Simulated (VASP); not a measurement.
# WS2 (R-3m) in VASP: single point with PBE+D3(BJ)

Aim: the single point of WS2 with PBE+D3(BJ).

Everything below comes from runs of VASP 6.6.1. Logs are shortened: lines on timing, memory, paths and dates and some standing lists are left out, and cuts for length are marked.

### 1 The cell of the first run

It takes space group R-3m (No. 166, trigonal). The conventional cell has a = 3.154 Å, b = 3.154 Å, c = 36.420 Å, α = 90.00°, β = 90.00°, γ = 120.00°. Within 3.2 Å of W (site symmetry 3m) lie 6 S at 2.41 Å and 6 W at 3.15 Å. S (site symmetry 3m) has 3 W at 2.41 Å and 7 S at 3.15 Å within 3.2 Å. S (site symmetry 3m) has 3 W at 2.41 Å and 8 S at 2.92 to 3.15 Å within 3.2 Å.

### 2 Single point, PBE+D3(BJ) (the part above a cut slid along it)

INCAR

```
  ALGO = Normal
  EDIFF = 1E-6
  ENCUT = 520
  GGA = PE
  ISIF = 2
  ISMEAR = 0
  IVDW = 12
  LASPH = True
  LCHARG = True
  LELF = True
  LREAL = False
  LVHAR = True
  LWAVE = False
  NBANDS = 35
  NELM = 100
  PREC = Accurate
  SIGMA = 0.05
```

KPOINTS

```
k-points
0
Gamma
  10 10 3
```

POSCAR

```
WS2
1.0
   -3.1542061832      0.0000000000      0.0000000000
   -1.5771030916     -2.7316226834      0.0000000000
   -3.1543638935     -1.8211728430     12.1399091344
W S
2 4
Direct
    0.1666583333      0.1666583333      0.2500000000
    0.1666416667      0.1666416667      0.7500000000
   -0.0802122900     -0.0802122900      0.6202874207
    0.5864710433      0.5864710433      0.1202874207
   -0.2531710433     -0.2531710433      0.8797125793
    0.4135122900      0.4135122900      0.3797125793
```

Potentials or basis: VASP PAW PBE potentials, release 64 (W_sv, S).

On the command line:

```sh
cat potpaw_PBE.64/W_sv/POTCAR potpaw_PBE.64/S/POTCAR > POTCAR
mpirun -np 1 vasp_std > vasp.out
```

OUTCAR:

```text
EDIFF = 1E-6
   ENCUT = 520
   GGA = PE
   ISIF = 2
   ISMEAR = 0
   IVDW = 12
   LASPH = True
   LREAL = False
   NELM = 100
   PREC = Accurate
 IVDW          = 12

 ion  position               nearest neighbor table
   1  0.167  0.167  0.250-   4 2.41   4 2.41   6 2.41   6 2.41   6 2.41   4 2.41
   2  0.167  0.167  0.750-   5 2.41   5 2.41   3 2.41   3 2.41   3 2.41   5 2.41
   3  0.920  0.920  0.620-   2 2.41   2 2.41   2 2.41
   4  0.586  0.586  0.120-   1 2.41   1 2.41   1 2.41
   5  0.747  0.747  0.880-   2 2.41   2 2.41   2 2.41
   6  0.414  0.414  0.380-   1 2.41   1 2.41   1 2.41

  LATTYP: Found a trigonal (rhomboedric) cell.
 ALAT       =    12.2757510703
 COS(alpha) =     0.9669892456

  Lattice vectors:

 A1 = (  -0.0001577103,  -1.8211728430,  12.1399091344)
 A2 = (   1.5769453813,   0.9104498404,  12.1399091344)
 A3 = (  -1.5772608019,   0.9104498404,  12.1399091344)

Analysis of symmetry for initial positions (statically):
=====================================================================
 Subroutine PRICEL returns:
 Original cell was already a primitive cell.

 Routine SETGRP: Setting up the symmetry group for a
 trigonal (rhombohedral) supercell.

 Subroutine GETGRP returns: Found  4 space group operations
 (whereof  2 operations were pure point group operations)
 out of a pool of 12 trial point group operations.

The static configuration has the point symmetry C_1h.
 The point group associated with its full space group is C_2h.

Analysis of symmetry for dynamics (positions and initial velocities):
=====================================================================
 Subroutine PRICEL returns:
 Original cell was already a primitive cell.

 Routine SETGRP: Setting up the symmetry group for a
 trigonal (rhombohedral) supercell.

 Subroutine GETGRP returns: Found  4 space group operations
 (whereof  2 operations were pure point group operations)
 out of a pool of 12 trial point group operations.

The dynamic configuration has the point symmetry C_1h.
 The point group associated with its full space group is C_2h.

 Subroutine INISYM returns: Found  4 space group operations
 (whereof  2 operations are pure point group operations),
 and found     1 'primitive' translations

----------------------------------------------------------------------------------------

                                     Primitive cell

  volume of cell :     104.5987

  direct lattice vectors                    reciprocal lattice vectors
    -3.154206183  0.000000000  0.000000000    -0.317036979  0.183041385 -0.054918039
    -1.577103092 -2.731622683  0.000000000     0.000000000 -0.366082771 -0.054918039
    -3.154363893 -1.821172843 12.139909134     0.000000000  0.000000000  0.082372939

  length of vectors
     3.154206183  3.154206183 12.674544406     0.370179127  0.370179127  0.082372939

  position of ions in fractional coordinates (direct lattice)
     0.166658333  0.166658333  0.250000000
     0.166641667  0.166641667  0.750000000
     0.919787710  0.919787710  0.620287421
     0.586471043  0.586471043  0.120287421
     0.746828957  0.746828957  0.879712579
     0.413512290  0.413512290  0.379712579

  ion indices of the primitive-cell ions
   primitive index   ion index
                 1           1
                 2           2
                 3           3
                 4           4
                 5           5
                 6           6

----------------------------------------------------------------------------------------

 KPOINTS: k-points

Automatic generation of k-mesh.
 Grid dimensions read from file:
 generate k-points for:   10   10    3

 Generating k-lattice:

  Cartesian coordinates                     Fractional coordinates (reciprocal lattice)
    -0.031703698  0.018304139 -0.005491804     0.100000000 -0.000000000  0.000000000
     0.000000000 -0.036608277 -0.005491804     0.000000000  0.100000000  0.000000000
     0.000000000  0.000000000  0.027457646     0.000000000  0.000000000  0.333333333

  Length of vectors
     0.037017913  0.037017913  0.027457646

  Shift w.r.t. Gamma in fractional coordinates (k-lattice)
     0.000000000  0.000000000  0.000000000

 -----------------------------------------------------------------------------
|                                                                             |
|           W    W    AA    RRRRR   N    N  II  N    N   GGGG   !!!           |
|           W    W   A  A   R    R  NN   N  II  NN   N  G    G  !!!           |
|           W    W  A    A  R    R  N N  N  II  N N  N  G       !!!           |
|           W WW W  AAAAAA  RRRRR   N  N N  II  N  N N  G  GGG   !            |
|           WW  WW  A    A  R   R   N   NN  II  N   NN  G    G                |
|           W    W  A    A  R    R  N    N  II  N    N   GGGG   !!!           |
|                                                                             |
|     Your reciprocal lattice and k-lattice belong to different lattice       |
|     classes:                                                                |
|                                                                             |
|        The reciprocal lattice is rhombohedral (trigonal),                   |
|        whereas your k-lattice is base-centered monoclinic.                  |
|                                                                             |
|     Results are often still useful ...                                      |
|                                                                             |
 -----------------------------------------------------------------------------

 WARNING: IBZKPT: internal override: KBLOWUP is changed to .FALSE.
      ... skipping the blow-up phase ...

 Subroutine IBZKPT returns following result:
 ===========================================

 Found     86 irreducible k-points:

 Following reciprocal coordinates:
            Coordinates               Weight
  0.000000  0.000000  0.000000      1.000000
  0.100000  0.000000 -0.000000      4.000000
  0.200000  0.000000 -0.000000      4.000000
  0.300000  0.000000  0.000000      4.000000
  0.400000  0.000000 -0.000000      4.000000
  0.500000 -0.000000 -0.000000      2.000000
[... 16 lines left out ...]
  0.300000  0.300000  0.000000      2.000000
  0.400000  0.300000 -0.000000      4.000000
 [... further k-points ...]
   k-points           NKPTS =     86   k-points in BZ     NKDIM =     86   number of bands    NBANDS=     35
   number of dos      NEDOS =    301   number of ions     NIONS =      6
   total plane-waves  NPLWV =  55296
   dimension x,y,z NGX =    24 NGY =   24 NGZ =   96
   dimension x,y,z NGXF=    48 NGYF=   48 NGZF=  192
   ions per type =               2   4
   NGX,Y,Z   is equivalent  to a cutoff of  12.65, 12.65, 12.59 a.u.
   NGXF,Y,Z  is equivalent  to a cutoff of  25.30, 25.30, 25.18 a.u.
 SYSTEM =  unknown system
   PREC   = accura    normal or accurate (medium, high low for compatibility)
   ISTART =      0    job   : 0-new  1-cont  2-samecut
   ICHARG =      2    charge: 1-file 2-atom 10-const
   ISPIN  =      1    spin polarized calculation?
   LNONCOLLINEAR =      F non collinear calculations
   LSORBIT =      F    spin-orbit coupling
   LASPH  =      T    aspherical Exc in radial PAW
   ENCUT  =  520.0 eV  38.22 Ry    6.18 a.u.   5.86  5.86 23.57*2*pi/ulx,y,z
   NELM   =    100;   NELMIN=  2; NELMDL= -5     # of ELM steps
   EDIFF  = 0.1E-05   stopping-criterion for ELM
   LREAL  =      F    real-space projection
   EDIFFG = 0.1E-04   stopping-criterion for IOM
   NSW    =      0    number of steps for IOM
   IBRION =     -1    ionic relax: 0-MD 1-quasi-New 2-CG
   NFREE  =      0    steps in history (QN), initial steepest desc. (CG)
   ISIF   =      2    stress and relaxation
   ISYM   =      2    0-nonsym 1-usesym 2-fastsym
   POTIM  = 0.5000    time-step for ionic-motion
   TEBEG  =    0.0;   TEEND  =   0.0 temperature during run
   PSTRESS=    0.0 pullay stress
   NELECT =      52.0000    total number of electrons
   NUPDOWN=      -1.0000    fix difference up-down
   EMIN   =  10.00;   EMAX   =-10.00  energy-range for DOS
   EFERMI =   0.00;   METHOD = LEGACY
   ISMEAR =     0;   SIGMA  =   0.05  broadening in eV -4-tet -1-fermi 0-gaus
   EFERMI_NEDOS =   21; number of points for ismear=-14 and -15
   IALGO  =     38    algorithm
   IMIX   =      4    mixing-type and parameters
     AMIX     =   0.40;   BMIX     =  1.00
     AMIX_MAG =   1.60;   BMIX_MAG =  1.00
  volume/ion in A,a.u.               =      17.43       117.64
  Fermi-wavevector in a.u.,A,eV,Ry     =   1.296882  2.450752 22.883686  1.681903
  Thomas-Fermi vector in A             =   2.428310
   LORBIT       =      0    0 simple, 1 ext, 2 COOP (PROOUT), +10 PAW based schemes
   GGA     = PE    functional components
   LHFCALC =     F    Hartree Fock is set to
   AEXX    =    0.0000 exact exchange contribution
   IVDW    =    12    specifies the selected vdW correction
   LEPSILON=     F    determine dielectric tensor
   LRPA    =     F    only Hartree local field effects (RPA)
 non-spin polarized calculation
 Gauss-broadening in eV      SIGMA  =   0.05
  energy-cutoff  :      520.00
  volume of cell :      104.60
 maximum number of plane-waves:      2840
   NGX = 11   NGY = 11   NGZ = 47

 number of electron      51.9999993 magnetization

 Free energy of the ion-electron system (eV)
  ---------------------------------------------------
  ext. energy  EPLUGINS =         0.00000000
  ---------------------------------------------------
  free energy    TOTEN  =       -46.96024322 eV

  energy without entropy =      -46.96024322  energy(sigma->0) =      -46.96024322

 E-fermi :   8.3557     XC(G=0): -11.0541

 val. band max:        7.9071516885   @ k =   0.0000   0.0000   0.0000
 cond. band min:       8.7185322404   @ k =  -0.2000   0.2000   0.0000
 fundamental gap:      0.8113805518
 Fermi energy:         8.3557074029

 k-point     1 :       0.0000    0.0000    0.0000
  band No.  band energies     occupation
      1     -66.8863      2.00000
      2     -66.8863      2.00000
      3     -31.1520      2.00000
      4     -31.1519      2.00000
      5     -30.9620      2.00000
      6     -30.9620      2.00000
[... 901 lines left out ...]
     34      12.0604      0.00000
     35      13.4591      0.00000

 [... further k-points ...]

------------------------ aborting loop because EDIFF is reached ----------------------------------------

 Edisp (eV)   -2.60912

 E8    (eV) :    -1.0961

  FORCE on cell =-STRESS in cart. coord.  units (eV):
  Direction    XX          YY          ZZ          XY          YZ          ZX
  --------------------------------------------------------------------------------------
  -------------------------------------------------------------------------------------
  Total      -0.01097    -0.01110     2.26833     0.00012    -0.00010    -0.00017
  in kB      -0.16803    -0.17007    34.74489     0.00176    -0.00147    -0.00255
  external pressure =       11.47 kB  Pullay stress =        0.00 kB

 VOLUME and BASIS-vectors are now :
 -----------------------------------------------------------------------------
  energy-cutoff  :      520.00
  volume of cell :      104.60
      direct lattice vectors                 reciprocal lattice vectors
    -3.154206183  0.000000000  0.000000000    -0.317036979  0.183041385 -0.054918039
    -1.577103092 -2.731622683  0.000000000     0.000000000 -0.366082771 -0.054918039
    -3.154363893 -1.821172843 12.139909134     0.000000000  0.000000000  0.082372939

 POSITION                                       TOTAL-FORCE (eV/Angst)
 -----------------------------------------------------------------------------------
     -1.57710     -0.91054      3.03498         0.000001      0.000001      0.070476
     -3.15421     -1.82108      9.10493        -0.000001     -0.000001     -0.070476
     -6.30841     -3.64216      7.53023         0.000002      0.000001     -0.015953
     -3.15421     -1.82108      1.46028        -0.000037     -0.000021      0.594512
     -6.30841     -3.64216     10.67963         0.000037      0.000021     -0.594512
     -3.15421     -1.82108      4.60968        -0.000002     -0.000001      0.015953
 -----------------------------------------------------------------------------------
    total drift:                                0.000000      0.000000     -0.000000

  FREE ENERGIE OF THE ION-ELECTRON SYSTEM (eV)
  ---------------------------------------------------
  free  energy   TOTEN  =       -49.5693676379 eV

  energy  without entropy=      -49.5693676379  energy(sigma->0) =      -49.56936764
```

Run time: 4.8 min. Hardware: 1 thread of Intel Xeon 6975P-C (Granite Rapids), shared host; peak memory 0.39 GiB.

What came out:

* Free energy: -49.5694 eV
* Pressure: 1.1 GPa
* Largest force: 0.595 eV/Å
* Band gap on the k mesh: 0.81 eV (least direct gap 1.99 eV)
* Dispersion energy per atom: -0.435 eV

Forces on the atoms (eV/Å):
```
W    0.000  0.000  0.070
W    0.000  0.000 -0.070
S    0.000  0.000 -0.016
S    0.000  0.000  0.595
S    0.000  0.000 -0.595
S    0.000  0.000  0.016
```

Levels at points of the mesh, in eV from the valence-band top:
```
           k point  band 22  band 23  band 24  band 25  band 26  band 27  band 28  band 29  band 30  band 31
(0.00, 0.00, 0.00)    -2.38    -2.38    -1.53    -1.46     0.00     1.99     1.99     2.11     2.11     2.27
(0.50, 0.00, 0.00)    -2.55    -2.19    -2.03    -1.93    -1.44     2.15     2.20     2.46     2.58     3.05
(0.50, 0.50, 0.00)    -2.55    -2.19    -2.03    -1.93    -1.44     2.15     2.20     2.46     2.58     3.05
```

Caveat: the cell differs from its parent crystal (the part above a cut slid along it); spin-orbit coupling is left out, which moves the levels of the heavy elements. A k mesh can miss the band edges.
